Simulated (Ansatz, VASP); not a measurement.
**AlN in VASP and in Ansatz**

```xyz
8
Lattice="5.3286 0.0000 0.0000 0.0000 5.3286 0.0000 0.0000 0.0000 3.1218" Properties=species:S:1:pos:R:3 pbc="T T T"
Al    3.6072    3.6072    0.0000
Al    0.9429    4.3857    1.5609
Al    4.3857    0.9429    1.5609
Al    1.7214    1.7214    0.0000
N     4.3448    4.3448    1.5609
N     0.9838    0.9838    1.5609
N     3.6481    1.6805    0.0000
N     1.6805    3.6481    0.0000
```

Alike in both runs: functional PBE; k mesh 4 × 4 × 6; occupations gaussian, width 0.1 eV; no spin polarisation.

Ansatz relaxed the structure, and its values are those at the end. VASP's run is a single point on that final structure, the one shown.

```csv
,VASP,Ansatz
version,VASP 6.6.1,Ansatz 0.2.0
potentials or method,"VASP PAW PBE potentials, release 64 (Al, N), cutoff 520 eV","scalar-relativistic, plane waves, PAW"
valence electrons in the cell,32,32
```

Ansatz gave:

```
gap on the k mesh at the Fermi level (eV) : 3.74
least direct gap on the mesh (eV)         : 3.74
pressure (GPa)                            : 0.1
```

**Question.** Which values does VASP return?

**Answer.** gap on the k mesh at the Fermi level (eV): 3.75; least direct gap on the mesh (eV): 3.75; pressure (GPa): -0.2.
